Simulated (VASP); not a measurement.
# Be4InCu (F-43m) in VASP: a series of runs, part 2 of 2

VASP 6.6.1. Earlier steps stand in the parts before.

## Step 4: Single point, PBE

This run uses another cell than the first one, of 10.30 Å³/atom.

INCAR reads:

```
SYSTEM = Be4InCu
  PREC = Accurate
  ENCUT = 520
  EDIFF = 1E-7
  ISMEAR = 1
  SIGMA = 0.15
  LREAL = .FALSE.
  LASPH = .TRUE.
  NELM = 100
  ALGO = Normal
  ISIF = 2
  LWAVE = .FALSE.
  LCHARG = .FALSE.
  GGA = PE
  NBANDS = 25
```

KPOINTS reads:

```
regular mesh
0
G
  6 6 6
  0 0 0
```

POSCAR reads:

```
Be4InCu
1.0
    0.0000000000      3.1379271733      3.1379271733
    3.1379271733      0.0000000000      3.1379271733
    3.1379271733      3.1379271733      0.0000000000
Be In Cu
4 1 1
Direct
    0.3763000000      0.3763000000      0.3763000000
    0.8711000000      0.3763000000      0.3763000000
    0.3763000000      0.3763000000      0.8711000000
    0.3763000000      0.8711000000      0.3763000000
    0.0000000000      0.0000000000      0.0000000000
    0.7500000000      0.7500000000      0.7500000000
```

Potentials or basis: VASP PAW PBE potentials, release 64 (Be, In_d, Cu).

On the command line:

```bash
$ cat potpaw_PBE.64/Be/POTCAR potpaw_PBE.64/In_d/POTCAR potpaw_PBE.64/Cu/POTCAR > POTCAR
$ mpirun -np 1 vasp_std > vasp.out
```

OUTCAR:

```text
SYSTEM = Be4InCu
   PREC = Accurate
   ENCUT = 520
   EDIFF = 1E-7
   ISMEAR = 1
   LREAL = .FALSE.
   LASPH = .TRUE.
   NELM = 100
   ISIF = 2
   GGA = PE

 ion  position               nearest neighbor table
   1  0.376  0.376  0.376-   2 2.20   3 2.20   4 2.20   3 2.24   4 2.24   2 2.24   5 2.60   5 2.60
                             5 2.60
   2  0.871  0.376  0.376-   1 2.20   3 2.20   4 2.20   1 2.24   3 2.24   4 2.24   5 2.60   5 2.60
                             5 2.60
   3  0.376  0.376  0.871-   1 2.20   2 2.20   4 2.20   1 2.24   4 2.24   2 2.24   5 2.60   5 2.60
                             5 2.60
   4  0.376  0.871  0.376-   1 2.20   2 2.20   3 2.20   3 2.24   1 2.24   2 2.24   5 2.60   5 2.60
                             5 2.60
[... 649 lines left out ...]
  in kB       73.6594355     73.6594355     73.6594355     -0.0000000      0.0000000     -0.0000000
  external PRESSURE =      73.6594355 kB  Pullay stress =       0.0000000 kB

 VOLUME and BASIS-vectors are now :
 -----------------------------------------------------------------------------
  energy-cutoff  :      520.00
  volume of cell :       61.80
      direct lattice vectors                 reciprocal lattice vectors
     0.000000000  3.137927173  3.137927173    -0.159340855  0.159340855  0.159340855
     3.137927173  0.000000000  3.137927173     0.159340855 -0.159340855  0.159340855
     3.137927173  3.137927173  0.000000000     0.159340855  0.159340855 -0.159340855

 POSITION                                       TOTAL-FORCE (eV/Angst)
 -----------------------------------------------------------------------------------
      2.36160      2.36160      2.36160         0.018006      0.018006      0.018006
      2.36160      3.91425      3.91425         0.018006     -0.018006     -0.018006
      3.91425      3.91425      2.36160        -0.018006     -0.018006      0.018006
      3.91425      2.36160      3.91425        -0.018006      0.018006     -0.018006
      0.00000      0.00000      0.00000         0.000000     -0.000000     -0.000000
      4.70689      4.70689      4.70689         0.000000     -0.000000     -0.000000
 -----------------------------------------------------------------------------------
    total drift:                                0.000000      0.000000      0.000000

  FREE ENERGIE OF THE ION-ELECTRON SYSTEM (eV)
  ---------------------------------------------------
  free  energy   TOTEN  =       -20.2601416484 eV

  energy  without entropy=      -20.2620838700  energy(sigma->0) =      -20.26078906
```

OSZICAR:

```text
N       E                     dE             d eps       ncg     rms          rms(c)
DAV:   1     0.217459092174E+03    0.21746E+03   -0.13713E+04   808   0.162E+03
DAV:   2    -0.770263873458E+01   -0.22516E+03   -0.21218E+03   832   0.348E+02
DAV:   3    -0.252921986552E+02   -0.17590E+02   -0.16778E+02  1008   0.117E+02
DAV:   4    -0.259257538487E+02   -0.63356E+00   -0.63040E+00  1078   0.227E+01
[... 14 lines left out ...]
DAV:  19    -0.202601457945E+02    0.23306E-03   -0.29162E-04  1112   0.580E-01    0.984E-02
DAV:  20    -0.202601428937E+02    0.29008E-05   -0.94917E-05  1301   0.108E-01    0.502E-02
DAV:  21    -0.202601418785E+02    0.10152E-05   -0.19418E-06  1220   0.287E-02    0.138E-02
DAV:  22    -0.202601416757E+02    0.20277E-06   -0.31670E-07   887   0.890E-03    0.136E-03
DAV:  23    -0.202601416484E+02    0.27345E-07   -0.44092E-08   490   0.628E-03
   1 F= -.20260142E+02 E0= -.20260789E+02  d E =0.194222E-02
```

stdout:

```text
POSCAR found type information on POSCAR BeInCu
 POSCAR found :  3 types and       6 ions
 scaLAPACK will be used
 LDA part: xc-table for (Slater+PW92), standard interpolation
 POSCAR, INCAR and KPOINTS ok, starting setup
 FFT: planning ... GRIDC
 FFT: planning ... GRID_SOFT
 FFT: planning ... GRID
 WAVECAR not read
 entering main loop
```

Run time: 93 s. Hardware: 1 thread of Intel Xeon Platinum 8259CL at 2.50GHz (Skylake/Cascade Lake), shared host; peak memory 0.21 GiB.

What came out:

| Item | Value |
| --- | --- |
| Free energy | -20.2601 eV |
| Pressure | 7.4 GPa |
| Largest force | 0.031 eV/Å |
| Band gap on the k mesh | zero (bands 16 and 17 overlap by 1.04 eV) |

Forces in eV/Å, atoms in the order of the input:
```
Be   0.018  0.018  0.018
Be   0.018 -0.018 -0.018
Be  -0.018 -0.018  0.018
Be  -0.018  0.018 -0.018
In   0.000  0.000  0.000
Cu   0.000  0.000  0.000
```

Caveat: the cell stands under pressure; spin-orbit coupling is left out, which moves the levels of the heavy elements.

## Step 5: Single point, PBE

This run uses another cell than the first one, of 10.57 Å³/atom.

INCAR reads:

```
PREC     = Accurate       # precision mode
ENCUT    = 520            # plane-wave cutoff, eV
EDIFF    = 1E-7           # SCF threshold, eV
ISMEAR   = 1              # smearing method
SIGMA    = 0.15           # smearing width, eV
LREAL    = False          # projectors in reciprocal space
LASPH    = True           # aspherical terms in the spheres
NELM     = 60             # most SCF steps
ALGO     = Normal         # electronic algorithm
ISIF     = 2              # what is computed and relaxed
LWAVE    = False          # write WAVECAR
LCHARG   = True           # write CHGCAR
GGA      = PE             # functional
LELF     = True           # ELF
LVHAR    = True         
NBANDS   = 25             # bands
```

KPOINTS reads:

```
Automatic mesh
0
Gamma
  6 6 6
```

Edit POSCAR of step 4 so:

```diff
@@ -2,5 +2,5 @@
 1.0
-    0.0000000000      3.1379271733      3.1379271733
-    3.1379271733      0.0000000000      3.1379271733
-    3.1379271733      3.1379271733      0.0000000000
+    0.0000000000      3.1652148662      3.1652148662
+    3.1652148662      0.0000000000      3.1652148662
+    3.1652148662      3.1652148662      0.0000000000
 Be In Cu
```

On the command line:

```bash
$ cat potpaw_PBE.64/Be/POTCAR potpaw_PBE.64/In_d/POTCAR potpaw_PBE.64/Cu/POTCAR > POTCAR
$ mpirun -np 1 vasp_std > vasp.out
```

Run time: 81 s. Hardware: 1 thread of Intel Xeon Platinum 8259CL at 2.50GHz (Skylake/Cascade Lake), shared host; peak memory 0.21 GiB.

It converged, with:

* Free energy: -20.3170 eV
* Pressure: 3.8 GPa
* Largest force: 0.032 eV/Å
* Band gap on the k mesh: zero (bands 16 and 17 overlap by 0.96 eV)

Forces on the atoms (eV/Å):
```
Be   0.019  0.019  0.019
Be   0.019 -0.019 -0.019
Be  -0.019 -0.019  0.019
Be  -0.019  0.019 -0.019
In   0.000  0.000  0.000
Cu   0.000  0.000  0.000
```

Levels at points of the mesh, in eV from the Fermi level:
```tsv
k point	band 12	band 13	band 14	band 15	band 16	band 17	band 18	band 19	band 20	band 21
(0.00, 0.00, 0.00)	-4.23	-1.82	-1.82	-1.82	0.42	0.78	0.78	0.78	1.90	1.90
(0.50, 0.00, 0.00)	-4.22	-3.71	-2.81	-2.81	-0.54	-0.54	0.28	3.93	4.06	4.06
(0.50, 0.50, 0.00)	-4.26	-4.15	-4.15	-3.37	-2.80	4.38	4.38	4.42	4.70	4.81
```

Caveat: the cell stands under pressure; spin-orbit coupling is left out, which moves the levels of the heavy elements.

## Step 6: Single point, PBE

This run uses another cell than the first one, of 10.84 Å³/atom.

INCAR reads:

```
SYSTEM = Be4InCu
ALGO = Normal ; EDIFF = 1E-6
ENCUT = 520 ; GGA = PE
ISIF = 2 ; ISMEAR = 1
LASPH = .TRUE. ; LCHARG = .FALSE.
LREAL = .FALSE. ; LWAVE = .FALSE.
NBANDS = 25 ; NELM = 60
PREC = Accurate ; SIGMA = 0.15
```

KPOINTS reads:

```
k-points
0
G
  6 6 6
  0 0 0
```

Edit POSCAR of step 5 so:

```diff
@@ -2,5 +2,5 @@
 1.0
-    0.0000000000      3.1652148662      3.1652148662
-    3.1652148662      0.0000000000      3.1652148662
-    3.1652148662      3.1652148662      0.0000000000
+    0.0000000000      3.1920400000      3.1920400000
+    3.1920400000      0.0000000000      3.1920400000
+    3.1920400000      3.1920400000      0.0000000000
 Be In Cu
```

Potentials or basis: VASP PAW PBE potentials, release 64 (Be, In_d, Cu).

On the command line:

```bash
$ cat potpaw_PBE.64/Be/POTCAR potpaw_PBE.64/In_d/POTCAR potpaw_PBE.64/Cu/POTCAR > POTCAR
$ mpirun -np 1 vasp_std > vasp.out
```

OUTCAR:

```text
SYSTEM = Be4InCu
   EDIFF = 1E-6
   ENCUT = 520
   GGA = PE
   ISIF = 2
   ISMEAR = 1
   LASPH = .TRUE.
   LREAL = .FALSE.
   NELM = 60
   PREC = Accurate

 ion  position               nearest neighbor table
   1  0.376  0.376  0.376-   2 2.23   3 2.23   4 2.23   3 2.28   4 2.28   2 2.28   5 2.65   5 2.65
                             5 2.65
   2  0.871  0.376  0.376-   1 2.23   3 2.23   4 2.23   1 2.28   3 2.28   4 2.28   5 2.65   5 2.65
                             5 2.65
   3  0.376  0.376  0.871-   1 2.23   2 2.23   4 2.23   1 2.28   4 2.28   2 2.28   5 2.65   5 2.65
                             5 2.65
   4  0.376  0.871  0.376-   1 2.23   2 2.23   3 2.23   3 2.28   1 2.28   2 2.28   5 2.65   5 2.65
                             5 2.65
   5  0.000  0.000  0.000-   2 2.65   3 2.65   4 2.65   1 2.65   2 2.65   4 2.65   1 2.65   2 2.65
                             3 2.65   1 2.65   3 2.65   4 2.65   6 2.76   6 2.76   6 2.76   6 2.76
   6  0.750  0.750  0.750-   5 2.76   5 2.76   5 2.76   5 2.76

  LATTYP: Found a face centered cubic cell.
 ALAT       =     6.3840800000

  Lattice vectors:

 A1 = (   0.0000000000,   3.1920400000,   3.1920400000)
 A2 = (   3.1920400000,   0.0000000000,   3.1920400000)
 A3 = (   3.1920400000,   3.1920400000,   0.0000000000)

Analysis of symmetry for initial positions (statically):
=====================================================================
 Subroutine PRICEL returns:
 Original cell was already a primitive cell.

 Routine SETGRP: Setting up the symmetry group for a
 face centered cubic supercell.

 Subroutine GETGRP returns: Found 24 space group operations
 (whereof 24 operations were pure point group operations)
 out of a pool of 48 trial point group operations.

The static configuration has the point symmetry T_d .

Analysis of symmetry for dynamics (positions and initial velocities):
=====================================================================
 Subroutine PRICEL returns:
 Original cell was already a primitive cell.

 Routine SETGRP: Setting up the symmetry group for a
 face centered cubic supercell.

 Subroutine GETGRP returns: Found 24 space group operations
 (whereof 24 operations were pure point group operations)
 out of a pool of 48 trial point group operations.

The dynamic configuration has the point symmetry T_d .

 Subroutine INISYM returns: Found 24 space group operations
 (whereof 24 operations are pure point group operations),
 and found     1 'primitive' translations

----------------------------------------------------------------------------------------

                                     Primitive cell

  volume of cell :      65.0482

  direct lattice vectors                    reciprocal lattice vectors
     0.000000000  3.192040000  3.192040000    -0.156639641  0.156639641  0.156639641
     3.192040000  0.000000000  3.192040000     0.156639641 -0.156639641  0.156639641
     3.192040000  3.192040000  0.000000000     0.156639641  0.156639641 -0.156639641

  length of vectors
     4.514226260  4.514226260  4.514226260     0.271307817  0.271307817  0.271307817

  position of ions in fractional coordinates (direct lattice)
     0.376300000  0.376300000  0.376300000
     0.871100000  0.376300000  0.376300000
     0.376300000  0.376300000  0.871100000
     0.376300000  0.871100000  0.376300000
     0.000000000  0.000000000  0.000000000
     0.750000000  0.750000000  0.750000000

[... 31 lines left out ...]
 ===========================================

 Found     16 irreducible k-points:

 Following reciprocal coordinates:
            Coordinates               Weight
  0.000000  0.000000  0.000000      1.000000
  0.166667  0.000000  0.000000      8.000000
  0.333333  0.000000  0.000000      8.000000
  0.500000  0.000000  0.000000      4.000000
  0.166667  0.166667  0.000000      6.000000
  0.333333  0.166667  0.000000     24.000000
[... 8 lines left out ...]
 -0.333333  0.333333  0.166667     24.000000
 -0.333333  0.500000  0.166667     12.000000
   k-points           NKPTS =     16   k-points in BZ     NKDIM =     16   number of bands    NBANDS=     25
   number of dos      NEDOS =    301   number of ions     NIONS =      6
   total plane-waves  NPLWV =  46656
   dimension x,y,z NGX =    36 NGY =   36 NGZ =   36
   dimension x,y,z NGXF=    72 NGYF=   72 NGZF=   72
   ions per type =               4   1   1
   NGX,Y,Z   is equivalent  to a cutoff of  13.26, 13.26, 13.26 a.u.
   NGXF,Y,Z  is equivalent  to a cutoff of  26.52, 26.52, 26.52 a.u.
 SYSTEM =  Be4InCu
   PREC   = accura    normal or accurate (medium, high low for compatibility)
   ISTART =      0    job   : 0-new  1-cont  2-samecut
   ICHARG =      2    charge: 1-file 2-atom 10-const
   ISPIN  =      1    spin polarized calculation?
   LNONCOLLINEAR =      F non collinear calculations
   LSORBIT =      F    spin-orbit coupling
   LASPH  =      T    aspherical Exc in radial PAW
   ENCUT  =  520.0 eV  38.22 Ry    6.18 a.u.   8.39  8.39  8.39*2*pi/ulx,y,z
   NELM   =     60;   NELMIN=  2; NELMDL= -5     # of ELM steps
   EDIFF  = 0.1E-05   stopping-criterion for ELM
   LREAL  =      F    real-space projection
[... 7 lines left out ...]
   TEBEG  =    0.0;   TEEND  =   0.0 temperature during run
   PSTRESS=    0.0 pullay stress
   NELECT =      32.0000    total number of electrons
   NUPDOWN=      -1.0000    fix difference up-down
   EMIN   =  10.00;   EMAX   =-10.00  energy-range for DOS
   EFERMI =   0.00;   METHOD = LEGACY
   ISMEAR =     1;   SIGMA  =   0.15  broadening in eV -4-tet -1-fermi 0-gaus
   EFERMI_NEDOS =   21; number of points for ismear=-14 and -15
   IALGO  =     38    algorithm
   IMIX   =      4    mixing-type and parameters
     AMIX     =   0.40;   BMIX     =  1.00
     AMIX_MAG =   1.60;   BMIX_MAG =  1.00
  volume/ion in A,a.u.               =      10.84        73.16
  Fermi-wavevector in a.u.,A,eV,Ry     =   1.292349  2.442186 22.723989  1.670166
  Thomas-Fermi vector in A             =   2.424062
   LORBIT       =      0    0 simple, 1 ext, 2 COOP (PROOUT), +10 PAW based schemes
   GGA     = PE    functional components
   LHFCALC =     F    Hartree Fock is set to
   AEXX    =    0.0000 exact exchange contribution
   IVDW    =     0    specifies the selected vdW correction
   LEPSILON=     F    determine dielectric tensor
   LRPA    =     F    only Hartree local field effects (RPA)
 non-spin polarized calculation
 Methfessel and Paxton  Order N= 1 SIGMA  =   0.15
  energy-cutoff  :      520.00
  volume of cell :       65.05
 maximum number of plane-waves:      1807
 NGX is ok and might be reduce to    36
   NGX = 17   NGY = 17   NGZ = 17

 number of electron      32.0000016 magnetization

 Free energy of the ion-electron system (eV)
  ---------------------------------------------------
  ext. energy  EPLUGINS =         0.00000000
  ---------------------------------------------------
  free energy    TOTEN  =       -20.34001830 eV

  energy without entropy =      -20.34206388  energy(sigma->0) =      -20.34070016

 E-fermi :   8.7519     XC(G=0): -11.2526

 val. band max:        8.6986150804   @ k =  -0.3333   0.3333   0.0000
 cond. band min:       8.8847512787   @ k =  -0.3333   0.1667   0.0000
 fundamental gap:      0.1861361983
 Fermi energy:         8.7519239627

 k-point     1 :       0.0000    0.0000    0.0000
  band No.  band energies     occupation
      1      -6.7345      2.00000
      2      -6.7345      2.00000
      3      -6.7345      2.00000
      4      -6.7264      2.00000
      5      -6.7264      2.00000
      6      -2.8858      2.00000
[... 437 lines left out ...]
     24      16.6451      0.00000
     25      17.4128      0.00000

------------------------ aborting loop because EDIFF is reached ----------------------------------------

  FORCE on cell =-STRESS in cart. coord.  units (eV):
  Direction    XX          YY          ZZ          XY          YZ          ZX
  --------------------------------------------------------------------------------------
  -------------------------------------------------------------------------------------
  Total        0.2903644      0.2903644      0.2903644      0.0000000      0.0000000      0.0000000
  in kB        7.1518596      7.1518596      7.1518596      0.0000000      0.0000000      0.0000000
  external PRESSURE =       7.1518596 kB  Pullay stress =       0.0000000 kB

 VOLUME and BASIS-vectors are now :
 -----------------------------------------------------------------------------
  energy-cutoff  :      520.00
  volume of cell :       65.05
      direct lattice vectors                 reciprocal lattice vectors
     0.000000000  3.192040000  3.192040000    -0.156639641  0.156639641  0.156639641
     3.192040000  0.000000000  3.192040000     0.156639641 -0.156639641  0.156639641
     3.192040000  3.192040000  0.000000000     0.156639641  0.156639641 -0.156639641

 POSITION                                       TOTAL-FORCE (eV/Angst)
 -----------------------------------------------------------------------------------
      2.40233      2.40233      2.40233         0.019650      0.019650      0.019650
      2.40233      3.98175      3.98175         0.019650     -0.019650     -0.019650
      3.98175      3.98175      2.40233        -0.019650     -0.019650      0.019650
      3.98175      2.40233      3.98175        -0.019650      0.019650     -0.019650
      0.00000      0.00000      0.00000         0.000000      0.000000     -0.000000
      4.78806      4.78806      4.78806         0.000000      0.000000     -0.000000
 -----------------------------------------------------------------------------------
    total drift:                                0.000000      0.000000     -0.000000

  FREE ENERGIE OF THE ION-ELECTRON SYSTEM (eV)
  ---------------------------------------------------
  free  energy   TOTEN  =       -20.3400182983 eV

  energy  without entropy=      -20.3420638839  energy(sigma->0) =      -20.34070016
```

OSZICAR:

```text
N       E                     dE             d eps       ncg     rms          rms(c)
DAV:   1     0.217502738545E+03    0.21750E+03   -0.13820E+04   816   0.161E+03
[... 12 lines left out ...]
DAV:  14    -0.203441970169E+02   -0.16263E-02   -0.56355E-03  1225   0.579E-01    0.122E+00
DAV:  15    -0.203425049927E+02    0.16920E-02   -0.40610E-04  1123   0.683E-01    0.114E+00
DAV:  16    -0.203412579393E+02    0.12471E-02   -0.53670E-04  1231   0.607E-01    0.671E-01
DAV:  17    -0.203403417422E+02    0.91620E-03   -0.64947E-04  1251   0.764E-01    0.264E-01
DAV:  18    -0.203401429669E+02    0.19878E-03   -0.25242E-04  1373   0.327E-01    0.147E-01
DAV:  19    -0.203400172359E+02    0.12573E-03   -0.18120E-04  1032   0.451E-01    0.476E-02
DAV:  20    -0.203400184291E+02   -0.11932E-05   -0.57712E-05  1254   0.957E-02    0.138E-02
DAV:  21    -0.203400182983E+02    0.13078E-06   -0.24535E-06   668   0.236E-02
   1 F= -.20340018E+02 E0= -.20340700E+02  d E =0.204559E-02
```

It took 74 s on 1 thread of Intel Xeon Platinum 8259CL at 2.50GHz (Skylake/Cascade Lake), shared host; peak memory 0.21 GiB.

Results:

```yaml
Free_energy: -20.3400 eV
Pressure: 0.7 GPa
Largest_force: 0.034 eV/Å
Band_gap_on_the_k_mesh: zero (bands 16 and 17 overlap by 0.92 eV)
```

Forces on the atoms (eV/Å):
```
Be   0.020  0.020  0.020
Be   0.020 -0.020 -0.020
Be  -0.020 -0.020  0.020
Be  -0.020  0.020 -0.020
In   0.000  0.000  0.000
Cu   0.000  0.000  0.000
```

Levels at points of the mesh, in eV from the Fermi level:
```csv
k point,band 14,band 15,band 16,band 17,band 18,band 19
"(0.00, 0.00, 0.00)",-1.80,-1.80,0.31,0.74,0.74,0.74
"(0.50, 0.00, 0.00)",-2.75,-2.75,-0.57,-0.57,0.20,3.86
"(0.50, 0.50, 0.00)",-4.07,-3.32,-2.77,4.32,4.32,4.35
```

Caveat: spin-orbit coupling is left out, which moves the levels of the heavy elements.

## Step 7: The runs side by side

```csv
cell,gap on the mesh (eV),pressure (GPa),largest force (eV/Å)
"a = 4.358 Å, angles 60.0°, 6 atoms",none,15.8,0.03
"a = 4.398 Å, angles 60.0°, 6 atoms",none,11.3,0.03
"a = 4.438 Å, angles 60.0°, 6 atoms",none,7.4,0.03
"a = 4.476 Å, angles 60.0°, 6 atoms",none,3.8,0.03
"a = 4.514 Å, angles 60.0°, 6 atoms",none,0.7,0.03
```

Alike in all rows: task single point; level PBE; potentials or basis VASP PAW PBE potentials, release 64 (Be, In_d, Cu); no spin polarisation; k mesh 6 × 6 × 6; cutoff (eV) 520; smearing methfessel-paxton 0.15 eV.

Caveats: spin-orbit coupling is left out, which moves the levels of the heavy elements; the cell stands under pressure (at least some runs).

Absolute energies hang on the potentials; compare differences alone.
